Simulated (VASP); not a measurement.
# Ni5H in VASP: single point with PBEsol

Aim: the single point of Ni5H with PBEsol.

Program: VASP 6.6.1. These are calculated values, not measurements. Logs are shortened: lines on timing, memory, paths and dates and some standing lists are left out, and cuts for length are marked.

**1. The cell of the first run**

The cell holds a slab with vacuum, 6 atoms: a = 2.449 Å, b = 2.449 Å, c = 25.926 Å, α = 90.00°, β = 90.00°, γ = 90.00°.

**2. Single point, PBEsol, collinear spin, ferromagnetic start**

The input, INCAR:

```
SYSTEM = Ni5H
PREC = Accurate
ENCUT = 520
EDIFF = 1E-7
ISMEAR = 0
SIGMA = 0.1
LREAL = .False.
LASPH = .True.
NELM = 150
ALGO = Normal
ISIF = 2
LWAVE = .False.
LCHARG = .True.
ISPIN = 2
MAGMOM = 0.85 0.75 0.75 0.76 0.84 1
LORBIT = 11
LMAXMIX = 4
LDIPOL = .True.
IDIPOL = 3
DIPOL = 0.5 0.5 0.487
GGA = PS
LELF = .True.
LVHAR = .True.
LVACPOTAV = .True.
NBANDS = 38
```

The input, KPOINTS:

```
regular mesh
0
Gamma
  12 12 1
  0 0 0
```

The input, POSCAR:

```
Ni5H
1.0
    2.4488173384      0.0000000000      0.0000000000
    0.0000000000      2.4488173384      0.0000000000
    0.0000000000      0.0000000000     25.9263013834
Ni H
5 1
Direct
    0.5000000000      0.5000000000      0.3278523949
    0.0000000000      0.0000000000      0.3946407625
    0.5000000000      0.5000000000      0.4616364642
    0.0000000000      0.0000000000      0.5281248464
    0.5000000000      0.5000000000      0.5967989286
    0.0000000000      0.0000000000      0.6150805435
```

Potentials or basis: VASP PAW PBE potentials, release 64 (Ni, H).

Started as:

```bash
$ cat potpaw_PBE.64/Ni/POTCAR potpaw_PBE.64/H/POTCAR > POTCAR
$ mpirun -np 1 vasp_std > vasp.out
```

OUTCAR:

```text
SYSTEM = Ni5H
   PREC = Accurate
   ENCUT = 520
   EDIFF = 1E-7
   ISMEAR = 0
   LREAL = .False.
   LASPH = .True.
   NELM = 150
   ISIF = 2
   ISPIN = 2
   LORBIT = 11
   GGA = PS

 ion  position               nearest neighbor table
   1  0.500  0.500  0.328-   2 2.45   2 2.45   2 2.45   2 2.45
   2  0.000  0.000  0.395-   1 2.45   1 2.45   1 2.45   1 2.45   3 2.45   3 2.45   3 2.45   3 2.45

   3  0.500  0.500  0.462-   4 2.44   4 2.44   4 2.44   4 2.44   2 2.45   2 2.45   2 2.45   2 2.45

   4  0.000  0.000  0.528-   3 2.44   3 2.44   3 2.44   3 2.44   5 2.48   5 2.48   5 2.48   5 2.48

   5  0.500  0.500  0.597-   6 1.80   6 1.80   6 1.80   6 1.80   4 2.48   4 2.48   4 2.48   4 2.48

   6  0.000  0.000  0.615-   5 1.80   5 1.80   5 1.80   5 1.80

  LATTYP: Found a simple tetragonal cell.
 ALAT       =     2.4488173384
 C/A-ratio  =    10.5872745087

  Lattice vectors:

 A1 = (   2.4488173384,   0.0000000000,   0.0000000000)
 A2 = (   0.0000000000,   2.4488173384,   0.0000000000)
 A3 = (   0.0000000000,   0.0000000000,  25.9263013834)

Analysis of symmetry for initial positions (statically):
=====================================================================
 Subroutine PRICEL returns:
 Original cell was already a primitive cell.

 Routine SETGRP: Setting up the symmetry group for a
 simple tetragonal supercell.

 Subroutine GETGRP returns: Found  8 space group operations
 (whereof  8 operations were pure point group operations)
 out of a pool of 16 trial point group operations.

The static configuration has the point symmetry C_4v.

Analysis of symmetry for dynamics (positions and initial velocities):
=====================================================================
 Subroutine PRICEL returns:
 Original cell was already a primitive cell.

 Routine SETGRP: Setting up the symmetry group for a
 simple tetragonal supercell.

 Subroutine GETGRP returns: Found  8 space group operations
 (whereof  8 operations were pure point group operations)
 out of a pool of 16 trial point group operations.

The dynamic configuration has the point symmetry C_4v.

Analysis of structural, dynamic, and magnetic symmetry:
=====================================================================
 Subroutine PRICEL returns:
 Original cell was already a primitive cell.

 Routine SETGRP: Setting up the symmetry group for a
 simple tetragonal supercell.

 Subroutine GETGRP returns: Found  8 space group operations
 (whereof  8 operations were pure point group operations)
 out of a pool of 16 trial point group operations.

The overall configuration has the point symmetry C_4v.

 Subroutine INISYM returns: Found  8 space group operations
 (whereof  8 operations are pure point group operations),
 and found     1 'primitive' translations

----------------------------------------------------------------------------------------

                                     Primitive cell

  volume of cell :     155.4724

  direct lattice vectors                    reciprocal lattice vectors
     2.448817338  0.000000000  0.000000000     0.408360389  0.000000000  0.000000000
     0.000000000  2.448817338  0.000000000     0.000000000  0.408360389  0.000000000
     0.000000000  0.000000000 25.926301383     0.000000000  0.000000000  0.038570870

  length of vectors
     2.448817338  2.448817338 25.926301383     0.408360389  0.408360389  0.038570870

  position of ions in fractional coordinates (direct lattice)
     0.500000000  0.500000000  0.327852395
     0.000000000  0.000000000  0.394640763
     0.500000000  0.500000000  0.461636464
     0.000000000  0.000000000  0.528124846
     0.500000000  0.500000000  0.596798929
     0.000000000  0.000000000  0.615080543

  ion indices of the primitive-cell ions
   primitive index   ion index
                 1           1
                 2           2
                 3           3
                 4           4
                 5           5
                 6           6

----------------------------------------------------------------------------------------

 KPOINTS: regular mesh

[... 50 lines left out ...]
   number of dos      NEDOS =    301   number of ions     NIONS =      6
   total plane-waves  NPLWV =  63504
   dimension x,y,z NGX =    18 NGY =   18 NGZ =  196
   dimension x,y,z NGXF=    36 NGYF=   36 NGZF=  392
   ions per type =               5   1
   NGX,Y,Z   is equivalent  to a cutoff of  12.22, 12.22, 12.57 a.u.
   NGXF,Y,Z  is equivalent  to a cutoff of  24.44, 24.44, 25.14 a.u.
 SYSTEM =  Ni5H
   PREC   = accura    normal or accurate (medium, high low for compatibility)
   ISTART =      0    job   : 0-new  1-cont  2-samecut
   ICHARG =      2    charge: 1-file 2-atom 10-const
   ISPIN  =      2    spin polarized calculation?
   LNONCOLLINEAR =      F non collinear calculations
   LSORBIT =      F    spin-orbit coupling
   LASPH  =      T    aspherical Exc in radial PAW
   ENCUT  =  520.0 eV  38.22 Ry    6.18 a.u.   4.55  4.55 48.21*2*pi/ulx,y,z
   NELM   =    150;   NELMIN=  2; NELMDL= -5     # of ELM steps
   EDIFF  = 0.1E-06   stopping-criterion for ELM
   LREAL  =      F    real-space projection
   EDIFFG = 0.1E-05   stopping-criterion for IOM
   NSW    =      0    number of steps for IOM
   IBRION =     -1    ionic relax: 0-MD 1-quasi-New 2-CG
   NFREE  =      0    steps in history (QN), initial steepest desc. (CG)
   ISIF   =      2    stress and relaxation
   ISYM   =      2    0-nonsym 1-usesym 2-fastsym
   POTIM  = 0.5000    time-step for ionic-motion
   TEBEG  =    0.0;   TEEND  =   0.0 temperature during run
   PSTRESS=    0.0 pullay stress
   NELECT =      51.0000    total number of electrons
   NUPDOWN=      -1.0000    fix difference up-down
   EMIN   =  10.00;   EMAX   =-10.00  energy-range for DOS
   EFERMI =   0.00;   METHOD = LEGACY
   ISMEAR =     0;   SIGMA  =   0.10  broadening in eV -4-tet -1-fermi 0-gaus
   EFERMI_NEDOS =   21; number of points for ismear=-14 and -15
   IALGO  =     38    algorithm
   IMIX   =      4    mixing-type and parameters
     AMIX     =   0.40;   BMIX     =  1.00
     AMIX_MAG =   1.60;   BMIX_MAG =  1.00
  volume/ion in A,a.u.               =      25.91       174.86
  Fermi-wavevector in a.u.,A,eV,Ry     =   1.129052  2.133598 17.344128  1.274757
  Thomas-Fermi vector in A             =   2.265744
   LORBIT       =     11    0 simple, 1 ext, 2 COOP (PROOUT), +10 PAW based schemes
   GGA     = PS    functional components
   LHFCALC =     F    Hartree Fock is set to
   AEXX    =    0.0000 exact exchange contribution
   IVDW    =     0    specifies the selected vdW correction
   LEPSILON=     F    determine dielectric tensor
   LRPA    =     F    only Hartree local field effects (RPA)
 spin polarized calculation
 Gauss-broadening in eV      SIGMA  =   0.10
  energy-cutoff  :      520.00
  volume of cell :      155.47
 maximum number of plane-waves:      4277
   NGX =  9   NGY =  9   NGZ = 97

 dipolmoment           0.000000      0.000000     -0.000373 electrons x Angstroem

 number of electron      51.0000045 magnetization       2.8127206

 dipolmoment           0.000000      0.000000      0.002032 electrons x Angstroem

 Free energy of the ion-electron system (eV)
  ---------------------------------------------------
  ext. energy  EPLUGINS =         0.00000000
  ---------------------------------------------------
  free energy    TOTEN  =       -32.75447495 eV

  energy without entropy =      -32.70853948  energy(sigma->0) =      -32.73150721

 E-fermi :   0.0715     XC(G=0):  -5.4606

 val. band max:        0.0706195656   @ k =   0.4167   0.0833   0.0000
 cond. band min:       0.0723115187   @ k =   0.4167   0.1667   0.0000
 fundamental gap:      0.0016919532
 Fermi energy:         0.0715286237

 spin component 1

 k-point     1 :       0.0000    0.0000    0.0000
  band No.  band energies     occupation
      1      -9.8276      1.00000
      2      -8.5302      1.00000
      3      -6.8760      1.00000
      4      -5.2446      1.00000
      5      -4.6996      1.00000
      6      -4.2001      1.00000
[... 949 lines left out ...]
     36      10.2159      0.00000
     37      10.9914      0.00000

 [... further k-points ...]

 spin component 2

 k-point     1 :       0.0000    0.0000    0.0000
  band No.  band energies     occupation
      1      -9.8299      1.00000
      2      -8.5363      1.00000
      3      -6.8628      1.00000
      4      -5.1087      1.00000
      5      -4.4005      1.00000
      6      -3.6259      1.00000
[... 949 lines left out ...]
     36      10.3056      0.00000
     37      11.1861      0.00000

 [... further k-points ...]

 [bands above 37 left out]

------------------------ aborting loop because EDIFF is reached ----------------------------------------

  FORCE on cell =-STRESS in cart. coord.  units (eV):
  Direction    XX          YY          ZZ          XY          YZ          ZX
  --------------------------------------------------------------------------------------
  -------------------------------------------------------------------------------------
  Total       -2.0513570     -2.0513570     -0.6317720      0.0000000      0.0000000      0.0000000
  in kB      -21.1396840    -21.1396840     -6.5105486      0.0000000      0.0000000      0.0000000
  external PRESSURE =     -16.2633055 kB  Pullay stress =       0.0000000 kB

 VOLUME and BASIS-vectors are now :
 -----------------------------------------------------------------------------
  energy-cutoff  :      520.00
  volume of cell :      155.47
      direct lattice vectors                 reciprocal lattice vectors
     2.448817338  0.000000000  0.000000000     0.408360389  0.000000000  0.000000000
     0.000000000  2.448817338  0.000000000     0.000000000  0.408360389  0.000000000
     0.000000000  0.000000000 25.926301383     0.000000000  0.000000000  0.038570870

 POSITION                                       TOTAL-FORCE (eV/Angst)
 -----------------------------------------------------------------------------------
      1.22441      1.22441      8.50000        -0.000000     -0.000000      0.350183
      0.00000      0.00000     10.23158         0.000000      0.000000     -0.346784
      1.22441      1.22441     11.96853        -0.000000      0.000000     -0.005588
      0.00000      0.00000     13.69232        -0.000000      0.000000      0.000921
      1.22441      1.22441     15.47279        -0.000000      0.000000      0.015310
      0.00000      0.00000     15.94676        -0.000000      0.000000     -0.014042
 -----------------------------------------------------------------------------------
    total drift:                                0.000000      0.000000     -0.002412

  FREE ENERGIE OF THE ION-ELECTRON SYSTEM (eV)
  ---------------------------------------------------
  free  energy   TOTEN  =       -32.7544749512 eV

  energy  without entropy=      -32.7085394784  energy(sigma->0) =      -32.73150721

 vacuum level on the upper side and lower side of the slab         5.199         5.138

 total charge

# of ion       s       p       d       tot
------------------------------------------
    1        0.489   0.370   8.325   9.184
    2        0.517   0.542   8.330   9.388
    3        0.522   0.548   8.329   9.398
    4        0.509   0.529   8.347   9.385
    5        0.464   0.519   8.440   9.423
    6        0.488   0.027   0.000   0.515
--------------------------------------------------
tot          2.987   2.536  41.771  47.294

 magnetization (x)

# of ion       s       p       d       tot
------------------------------------------
    1       -0.003  -0.020   0.745   0.723
    2       -0.007  -0.025   0.673   0.640
    3       -0.007  -0.025   0.695   0.664
    4       -0.005  -0.018   0.616   0.592
    5       -0.003  -0.009   0.248   0.236
    6       -0.001  -0.001   0.000  -0.002
--------------------------------------------------
tot         -0.026  -0.097   2.977   2.854
```

Wall time 19 min (1 thread of Intel Xeon Platinum 8259CL at 2.50GHz (Skylake/Cascade Lake), shared host); peak memory 0.45 GiB.

Results:

```yaml
Free_energy: -32.7545 eV
Largest_force: 0.350 eV/Å
Net_moment: 2.81 μB per cell
Site_moments: Ni +0.72, +0.64, +0.66, +0.59, +0.24; H -0.00 μB
Valence_electrons_inside_the_program's_atomic_spheres: Ni 9.18, 9.39, 9.40, 9.38, 9.42; H 0.52
```

Forces in eV/Å, atoms in the order of the input:
```
Ni   0.000  0.000  0.350
Ni   0.000  0.000 -0.347
Ni   0.000  0.000 -0.006
Ni   0.000  0.000  0.001
Ni   0.000  0.000  0.015
H    0.000  0.000 -0.014
```

Caveat: the PAW data sets were made with another functional, which shifts forces and pressure a little.
